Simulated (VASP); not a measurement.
# Si in VASP: a series of runs

Si is run at these levels: PBE; tasks: single point.

All numbers are computed with VASP 6.6.1; they aren't measurements. Logs are shortened: lines on timing, memory, paths and dates and some standing lists are left out, and cuts for length are marked.

**1. The cell of the first run**

The cell holds a slab with vacuum, 4 atoms: a = 3.868 Å, b = 3.868 Å, c = 19.437 Å, α = 90.00°, β = 90.00°, γ = 120.00°.

**2. Single point, PBE**

The input, INCAR:

```
PREC = Accurate ; ENCUT = 520
EDIFF = 1E-7 ; ISMEAR = 0
SIGMA = 0.05 ; LREAL = False
LASPH = True ; NELM = 60
ALGO = Normal ; ISIF = 2
LWAVE = False ; LCHARG = True
LDIPOL = True ; IDIPOL = 3
DIPOL = 0.5 0.5 0.309 ; GGA = PE
LELF = True ; LVHAR = True
LVACPOTAV = True ; NBANDS = 16
```

The input, KPOINTS:

```
regular mesh
0
Gamma
  9 9 1
```

The input, POSCAR:

```
Si
1.0
    3.8675357018      0.0000000000      0.0000000000
   -1.9337678509      3.3493841678      0.0000000000
    0.0000000000      0.0000000000     19.4372967520
Si
4
Direct
    0.3333333333      0.6666666667      0.2057899332
    0.0000000000      0.0000000000      0.2464055305
    0.0000000000      0.0000000000      0.3748662368
    0.6666666667      0.3333333333      0.4083539421
```

Potentials or basis: VASP PAW PBE potentials, release 64 (Si).

Command:

```console
$ cat potpaw_PBE.64/Si/POTCAR > POTCAR
$ mpirun -np 1 vasp_std > vasp.out
```

OUTCAR:

```text
PREC = Accurate
   ENCUT = 520
   EDIFF = 1E-7
   ISMEAR = 0
   LREAL = False
   LASPH = True
   NELM = 60
   ISIF = 2
   GGA = PE

 ion  position               nearest neighbor table
   1  0.333  0.667  0.206-   2 2.37   2 2.37   2 2.37
   2  0.000  0.000  0.246-   1 2.37   1 2.37   1 2.37   3 2.50
   3  0.000  0.000  0.375-   4 2.33   4 2.33   4 2.33   2 2.50
   4  0.667  0.333  0.408-   3 2.33   3 2.33   3 2.33

  LATTYP: Found a hexagonal cell.
 ALAT       =     3.8675357018
 C/A-ratio  =     5.0257575497

  Lattice vectors:

 A1 = (   3.8675357018,   0.0000000000,   0.0000000000)
 A2 = (  -1.9337678509,   3.3493841678,   0.0000000000)
 A3 = (   0.0000000000,   0.0000000000,  19.4372967520)

Analysis of symmetry for initial positions (statically):
=====================================================================
 Subroutine PRICEL returns:
 Original cell was already a primitive cell.

 Routine SETGRP: Setting up the symmetry group for a
 hexagonal supercell.

 Subroutine GETGRP returns: Found  6 space group operations
 (whereof  6 operations were pure point group operations)
 out of a pool of 24 trial point group operations.

The static configuration has the point symmetry C_3v.

Analysis of symmetry for dynamics (positions and initial velocities):
=====================================================================
 Subroutine PRICEL returns:
 Original cell was already a primitive cell.

 Routine SETGRP: Setting up the symmetry group for a
 hexagonal supercell.

 Subroutine GETGRP returns: Found  6 space group operations
 (whereof  6 operations were pure point group operations)
 out of a pool of 24 trial point group operations.

The dynamic configuration has the point symmetry C_3v.

 Subroutine INISYM returns: Found  6 space group operations
 (whereof  6 operations are pure point group operations),
 and found     1 'primitive' translations

----------------------------------------------------------------------------------------

                                     Primitive cell

  volume of cell :     251.7881

  direct lattice vectors                    reciprocal lattice vectors
     3.867535702  0.000000000  0.000000000     0.258562578  0.149281174  0.000000000
    -1.933767851  3.349384168  0.000000000     0.000000000  0.298562348  0.000000000
     0.000000000  0.000000000 19.437296752     0.000000000  0.000000000  0.051447483

  length of vectors
     3.867535702  3.867535702 19.437296752     0.298562348  0.298562348  0.051447483

  position of ions in fractional coordinates (direct lattice)
     0.333333333  0.666666667  0.205789933
     0.000000000  0.000000000  0.246405530
     0.000000000  0.000000000  0.374866237
     0.666666667  0.333333333  0.408353942

  ion indices of the primitive-cell ions
   primitive index   ion index
                 1           1
                 2           2
                 3           3
                 4           4

----------------------------------------------------------------------------------------

 KPOINTS: regular mesh

Automatic generation of k-mesh.
 Grid dimensions read from file:
 generate k-points for:    9    9    1

 Generating k-lattice:

  Cartesian coordinates                     Fractional coordinates (reciprocal lattice)
     0.028729175  0.016586797  0.000000000     0.111111111  0.000000000  0.000000000
     0.000000000  0.033173594  0.000000000     0.000000000  0.111111111  0.000000000
     0.000000000  0.000000000  0.051447483     0.000000000  0.000000000  1.000000000

  Length of vectors
     0.033173594  0.033173594  0.051447483

  Shift w.r.t. Gamma in fractional coordinates (k-lattice)
     0.000000000  0.000000000  0.000000000

 Subroutine IBZKPT returns following result:
 ===========================================

 Found     12 irreducible k-points:

 Following reciprocal coordinates:
            Coordinates               Weight
  0.000000  0.000000  0.000000      1.000000
  0.111111  0.000000  0.000000      6.000000
  0.222222 -0.000000  0.000000      6.000000
  0.333333 -0.000000  0.000000      6.000000
  0.444444 -0.000000  0.000000      6.000000
  0.111111  0.111111  0.000000      6.000000
  0.222222  0.111111  0.000000     12.000000
  0.333333  0.111111  0.000000     12.000000
  0.444444  0.111111  0.000000      6.000000
  0.222222  0.222222  0.000000      6.000000
  0.333333  0.222222  0.000000     12.000000
  0.333333  0.333333  0.000000      2.000000
   k-points           NKPTS =     12   k-points in BZ     NKDIM =     12   number of bands    NBANDS=     16
   number of dos      NEDOS =    301   number of ions     NIONS =      4
   total plane-waves  NPLWV = 135000
   dimension x,y,z NGX =    30 NGY =   30 NGZ =  150
   dimension x,y,z NGXF=    60 NGYF=   60 NGZF=  300
   ions per type =               4
   NGX,Y,Z   is equivalent  to a cutoff of  12.90, 12.90, 12.83 a.u.
   NGXF,Y,Z  is equivalent  to a cutoff of  25.79, 25.79, 25.66 a.u.
 SYSTEM =  unknown system
   PREC   = accura    normal or accurate (medium, high low for compatibility)
   ISTART =      0    job   : 0-new  1-cont  2-samecut
   ICHARG =      2    charge: 1-file 2-atom 10-const
   ISPIN  =      1    spin polarized calculation?
   LNONCOLLINEAR =      F non collinear calculations
   LSORBIT =      F    spin-orbit coupling
   LASPH  =      T    aspherical Exc in radial PAW
   ENCUT  =  520.0 eV  38.22 Ry    6.18 a.u.   7.19  7.19 36.14*2*pi/ulx,y,z
   NELM   =     60;   NELMIN=  2; NELMDL= -5     # of ELM steps
   EDIFF  = 0.1E-06   stopping-criterion for ELM
   LREAL  =      F    real-space projection
   EDIFFG = 0.1E-05   stopping-criterion for IOM
   NSW    =      0    number of steps for IOM
   IBRION =     -1    ionic relax: 0-MD 1-quasi-New 2-CG
   NFREE  =      0    steps in history (QN), initial steepest desc. (CG)
   ISIF   =      2    stress and relaxation
   ISYM   =      2    0-nonsym 1-usesym 2-fastsym
   POTIM  = 0.5000    time-step for ionic-motion
   TEBEG  =    0.0;   TEEND  =   0.0 temperature during run
   PSTRESS=    0.0 pullay stress
   NELECT =      16.0000    total number of electrons
   NUPDOWN=      -1.0000    fix difference up-down
   EMIN   =  10.00;   EMAX   =-10.00  energy-range for DOS
   EFERMI =   0.00;   METHOD = LEGACY
   ISMEAR =     0;   SIGMA  =   0.05  broadening in eV -4-tet -1-fermi 0-gaus
   EFERMI_NEDOS =   21; number of points for ismear=-14 and -15
   IALGO  =     38    algorithm
   IMIX   =      4    mixing-type and parameters
     AMIX     =   0.40;   BMIX     =  1.00
     AMIX_MAG =   1.60;   BMIX_MAG =  1.00
  volume/ion in A,a.u.               =      62.95       424.79
  Fermi-wavevector in a.u.,A,eV,Ry     =   0.653286  1.234531  5.806723  0.426782
  Thomas-Fermi vector in A             =   1.723477
   LORBIT       =      0    0 simple, 1 ext, 2 COOP (PROOUT), +10 PAW based schemes
   GGA     = PE    functional components
   LHFCALC =     F    Hartree Fock is set to
   AEXX    =    0.0000 exact exchange contribution
   IVDW    =     0    specifies the selected vdW correction
   LEPSILON=     F    determine dielectric tensor
   LRPA    =     F    only Hartree local field effects (RPA)
 non-spin polarized calculation
 Gauss-broadening in eV      SIGMA  =   0.05
  energy-cutoff  :      520.00
  volume of cell :      251.79
 maximum number of plane-waves:      6807
 NGX is ok and might be reduce to    30
   NGX = 15   NGY = 15   NGZ = 73

 dipolmoment           0.000000      0.000000      0.106844 electrons x Angstroem

 number of electron      16.0000002 magnetization

 dipolmoment           0.000000      0.000000     -0.009469 electrons x Angstroem

 Free energy of the ion-electron system (eV)
  ---------------------------------------------------
  ext. energy  EPLUGINS =         0.00000000
  ---------------------------------------------------
  free energy    TOTEN  =       -19.62180875 eV

  energy without entropy =      -19.61974643  energy(sigma->0) =      -19.62077759

 E-fermi :  -1.5085     XC(G=0):  -3.8146

 val. band max:       -1.5495908221   @ k =   0.3333   0.3333   0.0000
 cond. band min:      -1.5054918883   @ k =   0.3333   0.3333   0.0000
 fundamental gap:      0.0440989338
 Fermi energy:        -1.5084998287

 k-point     1 :       0.0000    0.0000    0.0000
  band No.  band energies     occupation
      1     -12.6439      2.00000
      2     -11.5058      2.00000
      3      -6.3751      2.00000
      4      -2.9096      2.00000
      5      -2.3695      2.00000
      6      -2.3695      2.00000
[... 8 lines left out ...]
     15       2.1787      0.00000
     16       2.9608      0.00000

 k-point     2 :       0.1111    0.0000    0.0000
  band No.  band energies     occupation
      1     -12.5022      2.00000
      2     -11.3634      2.00000
      3      -6.3172      2.00000
      4      -3.3920      2.00000
      5      -2.9873      2.00000
      6      -2.6438      2.00000
[... 8 lines left out ...]
     15       2.7424      0.00000
     16       3.1261      0.00000

 k-point     3 :       0.2222   -0.0000    0.0000
  band No.  band energies     occupation
      1     -12.0839      2.00000
      2     -10.9436      2.00000
      3      -6.3791      2.00000
      4      -4.8440      2.00000
      5      -4.2796      2.00000
      6      -3.1570      2.00000
[... 8 lines left out ...]
     15       3.6429      0.00000
     16       3.9822      0.00000

 k-point     4 :       0.3333   -0.0000    0.0000
  band No.  band energies     occupation
      1     -11.4199      2.00000
      2     -10.2822      2.00000
      3      -7.2944      2.00000
      4      -6.2400      2.00000
      5      -4.6256      2.00000
      6      -3.5878      2.00000
[... 8 lines left out ...]
     15       4.3717      0.00000
     16       4.8871      0.00000

 k-point     5 :       0.4444   -0.0000    0.0000
  band No.  band energies     occupation
      1     -10.6584      2.00000
      2      -9.6101      2.00000
      3      -8.2372      2.00000
      4      -7.5628      2.00000
      5      -4.1979      2.00000
      6      -3.8206      2.00000
[... 8 lines left out ...]
     15       4.7796      0.00000
     16       5.4138      0.00000

 k-point     6 :       0.1111    0.1111    0.0000
  band No.  band energies     occupation
      1     -12.2219      2.00000
      2     -11.0819      2.00000
      3      -6.2991      2.00000
      4      -4.3618      2.00000
      5      -3.9687      2.00000
      6      -3.0986      2.00000
[... 8 lines left out ...]
     15       3.5061      0.00000
     16       3.7873      0.00000

 k-point     7 :       0.2222    0.1111    0.0000
  band No.  band energies     occupation
      1     -11.6771      2.00000
      2     -10.5355      2.00000
      3      -6.8107      2.00000
      4      -5.6067      2.00000
      5      -4.6311      2.00000
      6      -3.8090      2.00000
[... 8 lines left out ...]
     15       3.8080      0.00000
     16       4.0849      0.00000

 k-point     8 :       0.3333    0.1111    0.0000
  band No.  band energies     occupation
      1     -10.9293      2.00000
      2      -9.8038      2.00000
      3      -7.8897      2.00000
      4      -6.9708      2.00000
      5      -4.4388      2.00000
      6      -4.1815      2.00000
[... 8 lines left out ...]
     15       4.7323      0.00000
     16       5.0909      0.00000

 k-point     9 :       0.4444    0.1111    0.0000
  band No.  band energies     occupation
      1     -10.3779      2.00000
      2      -9.4211      2.00000
      3      -8.2896      2.00000
      4      -7.8983      2.00000
      5      -4.5117      2.00000
      6      -3.9385      2.00000
[... 8 lines left out ...]
     15       4.4927      0.00000
     16       5.6053      0.00000

 k-point    10 :       0.2222    0.2222    0.0000
  band No.  band energies     occupation
      1     -11.0323      2.00000
      2      -9.8890      2.00000
      3      -7.6249      2.00000
      4      -6.6285      2.00000
      5      -4.6798      2.00000
      6      -4.3525      2.00000
[... 8 lines left out ...]
     15       3.6448      0.00000
     16       3.8758      0.00000

 k-point    11 :       0.3333    0.2222    0.0000
  band No.  band energies     occupation
      1     -10.2843      2.00000
      2      -9.1946      2.00000
      3      -8.4145      2.00000
      4      -7.6545      2.00000
      5      -5.1942      2.00000
      6      -4.6853      2.00000
[... 8 lines left out ...]
     15       4.6404      0.00000
     16       4.9545      0.00000

 k-point    12 :       0.3333    0.3333    0.0000
  band No.  band energies     occupation
      1      -9.8416      2.00000
      2      -8.9374      2.00000
      3      -8.5508      2.00000
      4      -8.1095      2.00000
      5      -5.5485      2.00000
      6      -5.1362      2.00000
[... 8 lines left out ...]
     15       4.9191      0.00000
     16       5.5150      0.00000

------------------------ aborting loop because EDIFF is reached ----------------------------------------

  FORCE on cell =-STRESS in cart. coord.  units (eV):
  Direction    XX          YY          ZZ          XY          YZ          ZX
  --------------------------------------------------------------------------------------
  -------------------------------------------------------------------------------------
  Total       -0.8869272     -0.8869272     -0.5141758      0.0000000      0.0000000     -0.0000000
  in kB       -5.6436933     -5.6436933     -3.2718023      0.0000000      0.0000000     -0.0000000
  external PRESSURE =      -4.8530630 kB  Pullay stress =       0.0000000 kB

 VOLUME and BASIS-vectors are now :
 -----------------------------------------------------------------------------
  energy-cutoff  :      520.00
  volume of cell :      251.79
      direct lattice vectors                 reciprocal lattice vectors
     3.867535702  0.000000000  0.000000000     0.258562578  0.149281174  0.000000000
    -1.933767851  3.349384168  0.000000000     0.000000000  0.298562348  0.000000000
     0.000000000  0.000000000 19.437296752     0.000000000  0.000000000  0.051447483

 POSITION                                       TOTAL-FORCE (eV/Angst)
 -----------------------------------------------------------------------------------
     -0.00000      2.23292      4.00000         0.000000      0.000000      0.624284
      0.00000      0.00000      4.78946        -0.000000     -0.000000     -0.620292
      0.00000      0.00000      7.28639        -0.000000     -0.000000      0.001277
      1.93377      1.11646      7.93730        -0.000000      0.000000     -0.005269
 -----------------------------------------------------------------------------------
    total drift:                                0.000000     -0.000000     -0.000096

  FREE ENERGIE OF THE ION-ELECTRON SYSTEM (eV)
  ---------------------------------------------------
  free  energy   TOTEN  =       -19.6218087475 eV

  energy  without entropy=      -19.6197464345  energy(sigma->0) =      -19.62077759

 vacuum level on the upper side and lower side of the slab         3.304         3.437
```

It took 3.5 min on 1 thread of AMD EPYC 7R13, shared host; peak memory 0.31 GiB.

What came out:

```yaml
Free_energy: -19.6218 eV
Largest_force: 0.624 eV/Å
Band_gap_on_the_k_mesh: 0.04 eV, direct
```

Forces on the atoms (eV/Å):
```
Si   0.000  0.000  0.624
Si   0.000  0.000 -0.620
Si   0.000  0.000  0.001
Si   0.000  0.000 -0.005
```

**3. Single point, PBE**

This run uses another cell than the first one, of 58.12 Å³/atom, 0.923 times its volume.

The input, INCAR:

```
PREC     = Accurate       # precision mode
ENCUT    = 520            # plane-wave cutoff, eV
EDIFF    = 1E-6           # SCF threshold, eV
ISMEAR   = 0              # smearing method
SIGMA    = 0.05           # smearing width, eV
LREAL    = False          # projectors in reciprocal space
LASPH    = True           # aspherical terms in the spheres
NELM     = 60             # most SCF steps
ALGO     = Normal         # electronic algorithm
ISIF     = 2              # what is computed and relaxed
LWAVE    = False          # write WAVECAR
LCHARG   = True           # write CHGCAR
LDIPOL   = True         
IDIPOL   = 3            
DIPOL    = 0.5 0.5 0.502
GGA      = PE             # functional
LELF     = True           # ELF
LVHAR    = True         
LVACPOTAV= True         
NBANDS   = 16             # bands
```

KPOINTS is that of step 2.

The input, POSCAR:

```
Si
1.0
    3.8675355481      0.0000000000      0.0000000000
   -1.9337677741      3.3493840347      0.0000000000
    0.0000000000      0.0000000000     17.9472869396
Si
4
Direct
    0.3333333333      0.6666666667      0.3900310963
    0.0000000000      0.0000000000      0.4340186578
    0.0000000000      0.0000000000      0.5731443590
    0.6666666667      0.3333333333      0.6094122661
```

Potentials or basis: VASP PAW PBE potentials, release 64 (Si).

Command:

```console
$ cat potpaw_PBE.64/Si/POTCAR > POTCAR
$ mpirun -np 1 vasp_std > vasp.out
```

Wall time 1.8 min (1 thread of Intel Xeon 6975P-C, shared host); peak memory 0.35 GiB.

Results (log left out):

```
Free energy            : -19.6219 eV
Largest force          : 0.624 eV/Å
Band gap on the k mesh : 0.04 eV, direct
```

Forces in eV/Å, atoms in the order of the input:
```
Si   0.000  0.000  0.624
Si   0.000  0.000 -0.620
Si   0.000  0.000  0.001
Si   0.000  0.000 -0.005
```

Levels at points of the mesh, in eV from the valence-band top:
| k point | band 5 | band 6 | band 7 | band 8 | band 9 | band 10 | band 11 | band 12 |
| --- | --- | --- | --- | --- | --- | --- | --- | --- |
| (0.00, 0.00, 0.00) | -0.82 | -0.82 | -0.10 | -0.10 | 1.32 | 2.35 | 2.81 | 3.33 |
